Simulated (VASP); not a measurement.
# Tl2Br3 (P-3m1) in VASP: further runs

Runs on Tl2Br3. Level: r2SCAN. Tasks: single point.

All numbers are computed with VASP 6.6.1; they aren't measurements. Logs are shortened: lines on timing, memory, paths and dates and some standing lists are left out, and cuts for length are marked.

### Step 1. The cell of the first run

It takes space group P-3m1 (No. 164, trigonal). Conventional cell: a = 4.744 Å, b = 4.744 Å, c = 7.381 Å, α = 90.00°, β = 90.00°, γ = 120.00°. Within 3.8 Å of Tl (site symmetry 3m) lie 7 Br at 2.86 to 3.28 Å. Within 4.3 Å of Br (site symmetry -3m) lie 6 Tl at 3.28 Å and 6 Br at 3.79 Å. Br (site symmetry 3m) has 4 Tl at 2.86 to 2.95 Å and 6 Br at 3.48 to 3.79 Å within 3.8 Å.

### Step 2. Single point, r2SCAN

File POSCAR:

```
Tl2Br3
1.0
    4.7441384224      0.0000000000      0.0000000000
   -2.3720692112      4.1085443928      0.0000000000
    0.0000000000      0.0000000000      7.3811087638
Tl Br
2 3
Direct
    0.3333333333      0.6666666667      0.2450000000
    0.6666666667      0.3333333333      0.7550000000
    0.0000000000      0.0000000000      0.0000000000
    0.3333333333      0.6666666667      0.6450000000
    0.6666666667      0.3333333333      0.3550000000
```

File INCAR.step1:

```
ALGO = Normal
EDIFF = 1E-4
ENCUT = 520
GGA = PE
ISMEAR = 0
LASPH = T
LCHARG = F
LREAL = F
LWAVE = T
NBANDS = 32
NELM = 60
PREC = Accurate
SIGMA = 0.1
```

File INCAR.step2:

```
ALGO = Normal
EDIFF = 1E-7
ENCUT = 520
ISIF = 2
ISMEAR = 0
ISTART = 1
LASPH = T
LCHARG = F
LMIXTAU = T
LREAL = F
LWAVE = F
METAGGA = R2SCAN
NBANDS = 32
NELM = 60
PREC = Accurate
SIGMA = 0.1
```

File KPOINTS:

```
k-points
0
Gamma
  6 6 4
```

Potentials or basis: VASP PAW PBE potentials, release 64 (Tl_d, Br).

On the command line:

```
$ cat potpaw_PBE.64/Tl_d/POTCAR potpaw_PBE.64/Br/POTCAR > POTCAR
$ cp INCAR.step1 INCAR
$ mpirun -np 1 vasp_std > vasp.out
$ cp INCAR.step2 INCAR
$ mpirun -np 1 vasp_std > vasp.out
```

OUTCAR:

```text
EDIFF = 1E-7
   ENCUT = 520
   ISIF = 2
   ISMEAR = 0
   ISTART = 1
   LASPH = T
   LREAL = F
   METAGGA = R2SCAN
   NELM = 60
   PREC = Accurate

 ion  position               nearest neighbor table
   1  0.333  0.667  0.245-   5 2.86   5 2.86   5 2.86   4 2.95   3 3.28   3 3.28   3 3.28
   2  0.667  0.333  0.755-   4 2.86   4 2.86   4 2.86   5 2.95   3 3.28   3 3.28   3 3.28
   3  0.000  0.000  0.000-   1 3.28   2 3.28   1 3.28   2 3.28   2 3.28   1 3.28
   4  0.333  0.667  0.645-   2 2.86   2 2.86   2 2.86   1 2.95
   5  0.667  0.333  0.355-   1 2.86   1 2.86   1 2.86   2 2.95

  LATTYP: Found a hexagonal cell.
 ALAT       =     4.7441384224
 C/A-ratio  =     1.5558375635

  Lattice vectors:

 A1 = (   4.7441384224,   0.0000000000,   0.0000000000)
 A2 = (  -2.3720692112,   4.1085443928,   0.0000000000)
 A3 = (   0.0000000000,   0.0000000000,   7.3811087638)

Analysis of symmetry for initial positions (statically):
=====================================================================
 Subroutine PRICEL returns:
 Original cell was already a primitive cell.

 Routine SETGRP: Setting up the symmetry group for a
 hexagonal supercell.

 Subroutine GETGRP returns: Found 12 space group operations
 (whereof 12 operations were pure point group operations)
 out of a pool of 24 trial point group operations.

The static configuration has the point symmetry D_3d.

Analysis of symmetry for dynamics (positions and initial velocities):
=====================================================================
 Subroutine PRICEL returns:
 Original cell was already a primitive cell.

 Routine SETGRP: Setting up the symmetry group for a
 hexagonal supercell.

 Subroutine GETGRP returns: Found 12 space group operations
 (whereof 12 operations were pure point group operations)
 out of a pool of 24 trial point group operations.

The dynamic configuration has the point symmetry D_3d.

 Subroutine INISYM returns: Found 12 space group operations
 (whereof 12 operations are pure point group operations),
 and found     1 'primitive' translations

----------------------------------------------------------------------------------------

                                     Primitive cell

  volume of cell :     143.8689

  direct lattice vectors                    reciprocal lattice vectors
     4.744138422  0.000000000  0.000000000     0.210786430  0.121697602  0.000000000
    -2.372069211  4.108544393  0.000000000     0.000000000  0.243395204  0.000000000
     0.000000000  0.000000000  7.381108764     0.000000000  0.000000000  0.135481000

  length of vectors
     4.744138422  4.744138422  7.381108764     0.243395204  0.243395204  0.135481000

  position of ions in fractional coordinates (direct lattice)
     0.333333333  0.666666667  0.245000000
     0.666666667  0.333333333  0.755000000
     0.000000000  0.000000000  0.000000000
     0.333333333  0.666666667  0.645000000
     0.666666667  0.333333333  0.355000000

  ion indices of the primitive-cell ions
   primitive index   ion index
                 1           1
                 2           2
                 3           3
                 4           4
                 5           5

----------------------------------------------------------------------------------------

 KPOINTS: k-points

Automatic generation of k-mesh.
 Grid dimensions read from file:
 generate k-points for:    6    6    4

 Generating k-lattice:

  Cartesian coordinates                     Fractional coordinates (reciprocal lattice)
     0.035131072  0.020282934  0.000000000     0.166666667  0.000000000  0.000000000
     0.000000000  0.040565867  0.000000000     0.000000000  0.166666667  0.000000000
     0.000000000  0.000000000  0.033870250     0.000000000  0.000000000  0.250000000

  Length of vectors
     0.040565867  0.040565867  0.033870250

  Shift w.r.t. Gamma in fractional coordinates (k-lattice)
     0.000000000  0.000000000  0.000000000

 Subroutine IBZKPT returns following result:
 ===========================================

 Found     24 irreducible k-points:

 Following reciprocal coordinates:
            Coordinates               Weight
  0.000000  0.000000  0.000000      1.000000
  0.166667  0.000000  0.000000      6.000000
  0.333333  0.000000  0.000000      6.000000
  0.500000 -0.000000  0.000000      3.000000
  0.166667  0.166667  0.000000      6.000000
  0.333333  0.166667  0.000000     12.000000
[... 16 lines left out ...]
  0.333333  0.166667  0.500000     12.000000
  0.333333  0.333333  0.500000      2.000000
   k-points           NKPTS =     24   k-points in BZ     NKDIM =     24   number of bands    NBANDS=     32
   number of dos      NEDOS =    301   number of ions     NIONS =      5
   total plane-waves  NPLWV =  72576
   dimension x,y,z NGX =    36 NGY =   36 NGZ =   56
   dimension x,y,z NGXF=    72 NGYF=   72 NGZF=  112
   ions per type =               2   3
   NGX,Y,Z   is equivalent  to a cutoff of  12.62, 12.62, 12.61 a.u.
   NGXF,Y,Z  is equivalent  to a cutoff of  25.23, 25.23, 25.23 a.u.
 SYSTEM =  unknown system
   PREC   = accura    normal or accurate (medium, high low for compatibility)
   ISTART =      1    job   : 0-new  1-cont  2-samecut
   ICHARG =      0    charge: 1-file 2-atom 10-const
   ISPIN  =      1    spin polarized calculation?
   LNONCOLLINEAR =      F non collinear calculations
   LSORBIT =      F    spin-orbit coupling
   LASPH  =      T    aspherical Exc in radial PAW
   ENCUT  =  520.0 eV  38.22 Ry    6.18 a.u.   8.82  8.82 13.72*2*pi/ulx,y,z
   NELM   =     60;   NELMIN=  2; NELMDL=  0     # of ELM steps
   EDIFF  = 0.1E-06   stopping-criterion for ELM
   LREAL  =      F    real-space projection
   EDIFFG = 0.1E-05   stopping-criterion for IOM
   NSW    =      0    number of steps for IOM
   IBRION =     -1    ionic relax: 0-MD 1-quasi-New 2-CG
   NFREE  =      0    steps in history (QN), initial steepest desc. (CG)
   ISIF   =      2    stress and relaxation
   ISYM   =      2    0-nonsym 1-usesym 2-fastsym
   POTIM  = 0.5000    time-step for ionic-motion
   TEBEG  =    0.0;   TEEND  =   0.0 temperature during run
   PSTRESS=    0.0 pullay stress
   NELECT =      47.0000    total number of electrons
   NUPDOWN=      -1.0000    fix difference up-down
   EMIN   =  10.00;   EMAX   =-10.00  energy-range for DOS
   EFERMI =   0.00;   METHOD = LEGACY
   ISMEAR =     0;   SIGMA  =   0.10  broadening in eV -4-tet -1-fermi 0-gaus
   EFERMI_NEDOS =   21; number of points for ismear=-14 and -15
   IALGO  =     38    algorithm
   IMIX   =      4    mixing-type and parameters
     AMIX     =   0.40;   BMIX     =  1.00
     AMIX_MAG =   1.60;   BMIX_MAG =  1.00
  volume/ion in A,a.u.               =      28.77       194.18
  Fermi-wavevector in a.u.,A,eV,Ry     =   1.127505  2.130675 17.296644  1.271267
  Thomas-Fermi vector in A             =   2.264191
   LORBIT       =      0    0 simple, 1 ext, 2 COOP (PROOUT), +10 PAW based schemes
   METAGGA = R2SCAN    functional components
   LHFCALC =     F    Hartree Fock is set to
   AEXX    =    0.0000 exact exchange contribution
   IVDW    =     0    specifies the selected vdW correction
   LEPSILON=     F    determine dielectric tensor
   LRPA    =     F    only Hartree local field effects (RPA)
 non-spin polarized calculation
 Gauss-broadening in eV      SIGMA  =   0.10
  energy-cutoff  :      520.00
  volume of cell :      143.87
 maximum number of plane-waves:      3892
 NGX is ok and might be reduce to    36
   NGX = 17   NGY = 17   NGZ = 27

 number of electron      47.0000012 magnetization

 Free energy of the ion-electron system (eV)
  ---------------------------------------------------
  ext. energy  EPLUGINS =         0.00000000
  ---------------------------------------------------
  free energy    TOTEN  =      -148.92742337 eV

  energy without entropy =     -148.91021607  energy(sigma->0) =     -148.91881972

 E-fermi :   2.9294     XC(G=0):  -9.6184

 val. band max:        2.9164231422   @ k =   0.3333   0.3333   0.5000
 cond. band min:       2.9629804126   @ k =   0.3333   0.1667   0.5000
 fundamental gap:      0.0465572704
 Fermi energy:         2.9294227080

 k-point     1 :       0.0000    0.0000    0.0000
  band No.  band energies     occupation
      1     -13.0384      2.00000
      2     -12.2981      2.00000
      3     -11.7001      2.00000
      4      -7.8944      2.00000
      5      -7.8944      2.00000
      6      -7.8794      2.00000
[... 24 lines left out ...]
     31      10.6048      0.00000
     32      10.8485      0.00000

 k-point     2 :       0.1667    0.0000    0.0000
  band No.  band energies     occupation
      1     -12.9679      2.00000
      2     -12.3166      2.00000
      3     -11.7056      2.00000
      4      -7.8846      2.00000
      5      -7.8742      2.00000
      6      -7.8573      2.00000
[... 24 lines left out ...]
     31      11.0535      0.00000
     32      11.1223      0.00000

 k-point     3 :       0.3333    0.0000    0.0000
  band No.  band energies     occupation
      1     -12.8004      2.00000
      2     -12.3805      2.00000
      3     -11.7120      2.00000
      4      -7.8700      2.00000
      5      -7.8345      2.00000
      6      -7.8139      2.00000
[... 24 lines left out ...]
     31      10.6421      0.00000
     32      11.8715      0.00000

 k-point     4 :       0.5000   -0.0000    0.0000
  band No.  band energies     occupation
      1     -12.6803      2.00000
      2     -12.4489      2.00000
      3     -11.7127      2.00000
      4      -7.8660      2.00000
      5      -7.8235      2.00000
      6      -7.7926      2.00000
[... 654 lines left out ...]
     31      11.4973      0.00000
     32      11.5317      0.00000

 k-point    23 :       0.3333    0.1667    0.5000
  band No.  band energies     occupation
      1     -12.6762      2.00000
      2     -12.4485      2.00000
      3     -11.7111      2.00000
      4      -7.8532      2.00000
      5      -7.8319      2.00000
      6      -7.7925      2.00000
[... 24 lines left out ...]
     31      10.9799      0.00000
     32      11.6886      0.00000

 k-point    24 :       0.3333    0.3333    0.5000
  band No.  band energies     occupation
      1     -12.5509      2.00000
      2     -12.5509      2.00000
      3     -11.7051      2.00000
      4      -7.8494      2.00000
      5      -7.8081      2.00000
      6      -7.8081      2.00000
[... 24 lines left out ...]
     31      10.8499      0.00000
     32      11.6616      0.00000

------------------------ aborting loop because EDIFF is reached ----------------------------------------

  FORCE on cell =-STRESS in cart. coord.  units (eV):
  Direction    XX          YY          ZZ          XY          YZ          ZX
  --------------------------------------------------------------------------------------
  -------------------------------------------------------------------------------------
  Total        7.3251555      7.3251555      6.1729527     -0.0000000      0.0000000      0.0000000
  in kB       81.5756395     81.5756395     68.7442840     -0.0000000      0.0000000      0.0000000
  external PRESSURE =      77.2985210 kB  Pullay stress =       0.0000000 kB

 VOLUME and BASIS-vectors are now :
 -----------------------------------------------------------------------------
  energy-cutoff  :      520.00
  volume of cell :      143.87
      direct lattice vectors                 reciprocal lattice vectors
     4.744138422  0.000000000  0.000000000     0.210786430  0.121697602  0.000000000
    -2.372069211  4.108544393  0.000000000     0.000000000  0.243395204  0.000000000
     0.000000000  0.000000000  7.381108764     0.000000000  0.000000000  0.135481000

 POSITION                                       TOTAL-FORCE (eV/Angst)
 -----------------------------------------------------------------------------------
     -0.00000      2.73903      1.80837         0.000000      0.000000     -1.254238
      2.37207      1.36951      5.57274        -0.000000     -0.000000      1.254238
      0.00000      0.00000      0.00000        -0.000000      0.000000      0.000000
     -0.00000      2.73903      4.76082         0.000000     -0.000000      0.295794
      2.37207      1.36951      2.62029        -0.000000      0.000000     -0.295794
 -----------------------------------------------------------------------------------
    total drift:                               -0.000000      0.000000      0.000000

  FREE ENERGIE OF THE ION-ELECTRON SYSTEM (eV)
  ---------------------------------------------------
  free  energy   TOTEN  =      -148.9274233696 eV

  energy  without entropy=     -148.9102160704  energy(sigma->0) =     -148.91881972
```

Run time: 8.6 min. Hardware: 1 thread of Intel Xeon 8259CL, shared host; peak memory 0.33 GiB.

Results:

- Free energy: -148.9274 eV
- Pressure: 7.7 GPa
- Largest force: 1.254 eV/Å
- Band gap on the k mesh: zero (an odd number of electrons rules out a gap without spin polarisation)

Forces in eV/Å, atoms in the order of the input:
```
Tl   0.000  0.000 -1.254
Tl   0.000  0.000  1.254
Br   0.000  0.000  0.000
Br   0.000  0.000  0.296
Br   0.000  0.000 -0.296
```

Stress tensor (GPa, compression positive):
```
8.16 0.00 0.00
0.00 8.16 0.00
0.00 0.00 6.87
```

Levels at points of the mesh, in eV from the Fermi level:
| k point | band 20 | band 21 | band 22 | band 23 | band 24 | band 25 | band 26 | band 27 | band 28 | band 29 |
| --- | --- | --- | --- | --- | --- | --- | --- | --- | --- | --- |
| (0.00, 0.00, 0.00) | -2.35 | -2.12 | -2.12 | -1.70 | -0.06 | 4.22 | 4.75 | 4.75 | 4.82 | 4.82 |
| (0.50, 0.00, 0.00) | -2.25 | -1.96 | -1.45 | -1.21 | 0.48 | 4.58 | 5.56 | 5.93 | 5.99 | 7.10 |
| (0.00, 0.00, 0.50) | -2.36 | -2.13 | -2.13 | -0.61 | -0.15 | 2.59 | 3.85 | 3.85 | 5.79 | 6.13 |
| (0.50, 0.00, 0.50) | -2.66 | -1.60 | -1.41 | -0.52 | -0.06 | 3.56 | 5.24 | 5.97 | 6.27 | 6.53 |

Caveat: the cell stands under pressure; the PAW data sets were made with another functional, which shifts forces and pressure a little; spin-orbit coupling is left out, which moves the levels of the heavy elements; an odd number of electrons without spin polarisation forces a metal; a magnetic or distorted state may lie lower.

(Part 1 of 2 ends here.)
